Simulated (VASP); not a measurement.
# TiAl (R3m) in VASP: single point with PBE

Aim: the single point of TiAl with PBE.

Program: VASP 6.6.1. These are calculated values, not measurements. Logs are shortened: lines on timing, memory, paths and dates and some standing lists are left out, and cuts for length are marked.

## Step 1: The cell of the first run

It takes space group R3m (No. 160, trigonal). The conventional cell has a = 4.748 Å, b = 4.748 Å, c = 5.155 Å, α = 90.00°, β = 90.00°, γ = 120.00°. Within 3.0 Å of Ti (site symmetry 3m) lie 8 Al at 2.30 to 2.97 Å. Within 3.0 Å of Al (site symmetry 3m) lie 8 Ti at 2.30 to 2.97 Å.

## Step 2: Single point, PBE (strained and its atoms moved)

File INCAR:

```
PREC = Accurate
ENCUT = 520
EDIFF = 1E-7
ISMEAR = 0
SIGMA = 0.1
LREAL = F
LASPH = T
NELM = 60
ALGO = Normal
ISIF = 2
LWAVE = F
LCHARG = T
GGA = PE
LELF = T
LVHAR = T
NBANDS = 14
```

File KPOINTS:

```
regular mesh
0
Gamma
  12 12 12
```

File POSCAR:

```
TiAl
1.0
    3.2304376742      0.1271625600     -0.1271625600
    0.1271625600      3.2304376742      0.1271625600
   -0.1271625600      0.1271625600      3.2304376742
Ti Al
1 1
Direct
    0.0272415215     -0.0272415215      0.0272415215
    0.4727584785      0.5272415215      0.4727584785
```

Potentials or basis: VASP PAW PBE potentials, release 64 (Ti_sv, Al).

Command:

```bash
$ cat potpaw_PBE.64/Ti_sv/POTCAR potpaw_PBE.64/Al/POTCAR > POTCAR
$ mpirun -np 1 vasp_std > vasp.out
```

OUTCAR:

```text
PREC = Accurate
   ENCUT = 520
   EDIFF = 1E-7
   ISMEAR = 0
   LREAL = F
   LASPH = T
   NELM = 60
   ISIF = 2
   GGA = PE

 ion  position               nearest neighbor table
   1  0.027  0.973  0.027-   2 2.30   2 2.80   2 2.80   2 2.80   2 2.86   2 2.97   2 2.97   2 2.97

   2  0.473  0.527  0.473-   1 2.30   1 2.80   1 2.80   1 2.80   1 2.86   1 2.97   1 2.97   1 2.97

  LATTYP: Found a trigonal (rhomboedric) cell.
 ALAT       =     3.2354394138
 COS(alpha) =    -0.0769398056

  Lattice vectors:

 A1 = (  -0.1271625600,  -3.2304376742,  -0.1271625600)
 A2 = (   3.2304376742,   0.1271625600,  -0.1271625600)
 A3 = (  -0.1271625600,   0.1271625600,   3.2304376742)

Analysis of symmetry for initial positions (statically):
=====================================================================
 Subroutine PRICEL returns:
 Original cell was already a primitive cell.

 Routine SETGRP: Setting up the symmetry group for a
 trigonal (rhombohedral) supercell.

 Subroutine GETGRP returns: Found  6 space group operations
 (whereof  6 operations were pure point group operations)
 out of a pool of 12 trial point group operations.

The static configuration has the point symmetry C_3v.

Analysis of symmetry for dynamics (positions and initial velocities):
=====================================================================
 Subroutine PRICEL returns:
 Original cell was already a primitive cell.

 Routine SETGRP: Setting up the symmetry group for a
 trigonal (rhombohedral) supercell.

 Subroutine GETGRP returns: Found  6 space group operations
 (whereof  6 operations were pure point group operations)
 out of a pool of 12 trial point group operations.

The dynamic configuration has the point symmetry C_3v.

 Subroutine INISYM returns: Found  6 space group operations
 (whereof  6 operations are pure point group operations),
 and found     1 'primitive' translations

----------------------------------------------------------------------------------------

                                     Primitive cell

  volume of cell :      33.5511

  direct lattice vectors                    reciprocal lattice vectors
     3.230437674  0.127162560 -0.127162560     0.310557442 -0.012725678  0.012725678
     0.127162560  3.230437674  0.127162560    -0.012725678  0.310557442 -0.012725678
    -0.127162560  0.127162560  3.230437674     0.012725678 -0.012725678  0.310557442

  length of vectors
     3.235439414  3.235439414  3.235439414     0.311078463  0.311078463  0.311078463
[... 85 lines left out ...]
   IBRION =     -1    ionic relax: 0-MD 1-quasi-New 2-CG
   NFREE  =      0    steps in history (QN), initial steepest desc. (CG)
   ISIF   =      2    stress and relaxation
   ISYM   =      2    0-nonsym 1-usesym 2-fastsym
   POTIM  = 0.5000    time-step for ionic-motion
   TEBEG  =    0.0;   TEEND  =   0.0 temperature during run
   PSTRESS=    0.0 pullay stress
   NELECT =      15.0000    total number of electrons
   NUPDOWN=      -1.0000    fix difference up-down
   EMIN   =  10.00;   EMAX   =-10.00  energy-range for DOS
   EFERMI =   0.00;   METHOD = LEGACY
   ISMEAR =     0;   SIGMA  =   0.10  broadening in eV -4-tet -1-fermi 0-gaus
   EFERMI_NEDOS =   21; number of points for ismear=-14 and -15
   IALGO  =     38    algorithm
   IMIX   =      4    mixing-type and parameters
     AMIX     =   0.40;   BMIX     =  1.00
     AMIX_MAG =   1.60;   BMIX_MAG =  1.00
  volume/ion in A,a.u.               =      16.78       113.21
  Fermi-wavevector in a.u.,A,eV,Ry     =   1.251803  2.365566 21.320491  1.567012
  Thomas-Fermi vector in A             =   2.385734
   LORBIT       =      0    0 simple, 1 ext, 2 COOP (PROOUT), +10 PAW based schemes
   GGA     = PE    functional components
   LHFCALC =     F    Hartree Fock is set to
   AEXX    =    0.0000 exact exchange contribution
   IVDW    =     0    specifies the selected vdW correction
   LEPSILON=     F    determine dielectric tensor
   LRPA    =     F    only Hartree local field effects (RPA)
 non-spin polarized calculation
 Gauss-broadening in eV      SIGMA  =   0.10
  energy-cutoff  :      520.00
  volume of cell :       33.55
 maximum number of plane-waves:       930
   NGX = 11   NGY = 11   NGZ = 11

 number of electron      15.0000002 magnetization

 Free energy of the ion-electron system (eV)
  ---------------------------------------------------
  ext. energy  EPLUGINS =         0.00000000
  ---------------------------------------------------
  free energy    TOTEN  =       -11.48583673 eV

  energy without entropy =      -11.46948217  energy(sigma->0) =      -11.47765945

 E-fermi :   8.1387     XC(G=0): -10.8672

 val. band max:        8.1387102326   @ k =   0.3333  -0.4167   0.1667
 cond. band min:       8.1422488605   @ k =   0.4167   0.5000   0.2500
 fundamental gap:      0.0035386279
 Fermi energy:         8.1387448619

 k-point     1 :       0.0000    0.0000    0.0000
  band No.  band energies     occupation
      1     -48.6621      2.00000
      2     -24.9231      2.00000
      3     -24.8637      2.00000
      4     -24.8637      2.00000
      5      -0.7171      2.00000
      6       6.9013      2.00000
      7       6.9013      2.00000
      8       9.4539      0.00000
      9      10.0511      0.00000
     10      10.0511      0.00000
     11      12.6651      0.00000
     12      12.8318      0.00000
     13      12.8318      0.00000
     14      17.0707      0.00000
[... 377 lines left out ...]
      1     -48.6481      2.00000
      2     -25.0173      2.00000
      3     -24.9108      2.00000
      4     -24.8613      2.00000
      5       2.2029      2.00000
      6       4.2185      2.00000
      7       7.3242      2.00000
      8       8.0293      1.87823
      9       8.8701      0.00000
     10       9.7456      0.00000
     11      11.0800      0.00000
     12      13.4531      0.00000
     13      15.6296      0.00000
     14      17.2088      0.00000

 [... further k-points ...]
[... 5 lines left out ...]
  --------------------------------------------------------------------------------------
  -------------------------------------------------------------------------------------
  Total        0.5722000      0.5722000      0.5722000     -2.5685235     -2.5685235      2.5685235
  in kB       27.3244311     27.3244311     27.3244311   -122.6554376   -122.6554376    122.6554376
  external PRESSURE =      27.3244311 kB  Pullay stress =       0.0000000 kB

 VOLUME and BASIS-vectors are now :
 -----------------------------------------------------------------------------
  energy-cutoff  :      520.00
  volume of cell :       33.55
      direct lattice vectors                 reciprocal lattice vectors
     3.230437674  0.127162560 -0.127162560     0.310557442 -0.012725678  0.012725678
     0.127162560  3.230437674  0.127162560    -0.012725678  0.310557442 -0.012725678
    -0.127162560  0.127162560  3.230437674     0.012725678 -0.012725678  0.310557442

 POSITION                                       TOTAL-FORCE (eV/Angst)
 -----------------------------------------------------------------------------------
      0.20824      3.14936      0.20824        -1.889119      1.889119     -1.889119
      1.53415      1.82346      1.53415         1.889119     -1.889119      1.889119
 -----------------------------------------------------------------------------------
    total drift:                               -0.000248      0.000247     -0.000248

  FREE ENERGIE OF THE ION-ELECTRON SYSTEM (eV)
  ---------------------------------------------------
  free  energy   TOTEN  =       -11.4858367326 eV

  energy  without entropy=      -11.4694821696  energy(sigma->0) =      -11.47765945
```

stdout:

```text
POSCAR found type information on POSCAR TiAl
 POSCAR found :  2 types and       2 ions
 scaLAPACK will be used
 LDA part: xc-table for (Slater+PW92), standard interpolation
 POSCAR, INCAR and KPOINTS ok, starting setup
 FFT: planning ... GRIDC
 FFT: planning ... GRID_SOFT
 FFT: planning ... GRID
 WAVECAR not read
 entering main loop
```

It took 20 s on 1 thread of Intel Xeon 6975P-C (Granite Rapids), shared host; peak memory 0.2 GiB.

Results:

| Quantity | Value |
| --- | --- |
| Free energy | -11.4858 eV |
| Pressure | 2.7 GPa |
| Largest force | 3.272 eV/Å |

Forces in eV/Å, atoms in the order of the input:
```
Ti  -1.889  1.889 -1.889
Al   1.889 -1.889  1.889
```

Caveat: the cell differs from its parent crystal (strained and its atoms moved); forces of over 1 eV/Å act on the atoms, so gaps and moduli don't describe the material at rest.
